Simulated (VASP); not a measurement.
Set up this calculation in VASP 6.6.1, as the native input.

| Item | Value |
| --- | --- |
| Task | electric field gradients |
| Functional | PBE |
| Potentials or basis | VASP PAW PBE potentials, release 64 (Ti_sv, O) |
| Cutoff | 520 eV |
| k mesh | 5 × 4 × 4 |
| Occupations | fermi-dirac, width 0.02 eV |
| Spin | no spin polarisation |
| Dipole correction | no |
| Further INCAR settings | ALGO = Normal; EDIFF = 1e-08; NBANDS = 60 |

The structure of TiO2 lies in POSCAR:

```
TiO2
1.0
    4.5150000000      0.0000000000      0.0000000000
    0.0000000000      5.4970000000      0.0000000000
    0.0000000000      0.0000000000      4.9390000000
Ti O
4 8
Direct
    0.0000000000      0.1745283019      0.2702470136
    0.5000000000      0.3254716981      0.7500000000
    0.0000000000      0.8254716981      0.7500000000
    0.5000000000      0.6745283019      0.2500000000
    0.2703969330      0.3819147933      0.4196939629
    0.2296030670      0.1180852067      0.9196939629
    0.7703969330      0.1180852067      0.5803060371
    0.7296030670      0.3819147933      0.0803060371
    0.7296030670      0.6180852067      0.5803060371
    0.7703969330      0.8819147933      0.0803060371
    0.2296030670      0.8819147933      0.4196939629
    0.2703969330      0.6180852067      0.9196939629
```

This cell differs from its parent crystal: atom 1 (Ti) moved by 0.10 Å.

One way to write it, as run:

INCAR

```
PREC = Accurate
ENCUT = 520
EDIFF = 1E-8
ISMEAR = -1
SIGMA = 0.02
LREAL = False
LASPH = True
NELM = 60
ALGO = Normal
ISIF = 2
LWAVE = False
LCHARG = False
GGA = PE
LEFG = True
NBANDS = 60
```

KPOINTS

```
regular mesh
0
Gamma
  5 4 4
```

Potentials or basis: VASP PAW PBE potentials, release 64 (Ti_sv, O).

The run is started by

```console
$ cat potpaw_PBE.64/Ti_sv/POTCAR potpaw_PBE.64/O/POTCAR > POTCAR
$ mpirun -np 1 vasp_std > vasp.out
```

Results of the run:

The pressure is 6.3 GPa and the largest force is 1.773 eV/Å. The band gap on the k mesh is 2.59 eV (least direct gap 2.62 eV) and the largest electric field gradient by atom is Ti +30.1, +25.3, +25.5, +25.2; O -22.4, -26.2, -25.2, -30.3, -24.3, -25.3, -26.7, -27.3 V/Å².

Caveat: the cell differs from its parent crystal (atom 1 (Ti) moved by 0.10 Å); the cell stands under pressure; without QUAD_EFG the Cq values of the log hold for a quadrupole moment of 1 mb, not for the nuclei; an odd mesh through Γ misses points on the zone boundary, where band edges can lie; forces of over 1 eV/Å act on the atoms, so gaps and moduli don't describe the material at rest.

Run time: 11 min on 1 thread of Intel Xeon 8259CL (shared host), peak memory 0.37 GiB.
